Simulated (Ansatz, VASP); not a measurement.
# Two plane-wave programs on TeW

```
W Te
1.0
     0.00000    2.80740    2.80740
     2.80740    0.00000    2.80740
     2.80740    2.80740    0.00000
W Te
1 1
Direct
  0.00000 0.00000 0.00000
  0.25000 0.25000 0.25000
```

Alike in both runs: task single point; functional PBEsol; k mesh 12 × 12 × 12; occupations gaussian, width 0.1 eV; collinear spin.

|  | VASP | Ansatz |
| --- | --- | --- |
| version | VASP 6.6.1 | Ansatz 0.2.0 |
| potentials or method | VASP PAW PBE potentials, release 64 (W_sv, Te), cutoff 520 eV | scalar-relativistic, plane waves, PAW |
| valence electrons in the cell | 20 | 30 |

Ansatz gave:

| Property | Result |
| --- | --- |
| gap on the k mesh at the Fermi level (eV) | none |
| net moment per atom (μB) | 0.36 |
| size of the moment on the site where the two differ most (μB) | 0.44 |

Q: Which values does VASP return?

A: gap on the k mesh at the Fermi level (eV): none; net moment per atom (μB): 0.37; size of the moment on the site where the two differ most (μB): 0.60.

VASP's potentials were made for PBE, not for PBEsol. Site moments also hang on the region over which each program counts them. A gap of «none» marks a metal or a gap that the smearing closes. VASP's potentials hold 20 valence electrons a cell and Ansatz's 30, so a difference there can come from the potentials and not from the codes.

Spin-orbit coupling is off throughout.
